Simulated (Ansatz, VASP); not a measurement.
# One calculation of Zr3S, two programs

```
Zr S
1.0
     5.92675    0.00000    0.00000
    -2.96337    5.13271    0.00000
     0.00000    0.00000    5.73532
Zr S
6 2
Direct
  0.00000 0.67985 0.50000
  0.00000 0.32015 0.00000
  0.67985 0.67985 0.00000
  0.67985 0.00000 0.50000
  0.32015 0.32015 0.50000
  0.32015 0.00000 0.00000
  0.66667 0.33333 0.75000
  0.33333 0.66667 0.25000
```

Alike in both runs: functional r2SCAN; k mesh 6 × 6 × 6; occupations gaussian, width 0.1 eV; no spin polarisation.

Ansatz relaxed the structure, and its values are those at the end. VASP's run is a single point on that final structure, the one shown.

|  | VASP | Ansatz |
| --- | --- | --- |
| version | VASP 6.6.1 | Ansatz 0.2.0 |
| potentials or method | VASP PAW PBE potentials, release 64 (Zr_sv, S), cutoff 520 eV | scalar-relativistic, plane waves, PAW |
| valence electrons in the cell | 84 | 84 |

```csv
,VASP,Ansatz,Ansatz less VASP
gap on the k mesh at the Fermi level (eV),none,none,-
pressure (GPa),-0.1,-0.1,0.00
```

VASP's potentials were made for PBE, not for r2SCAN. A gap of «none» marks a metal or a gap that the smearing closes.
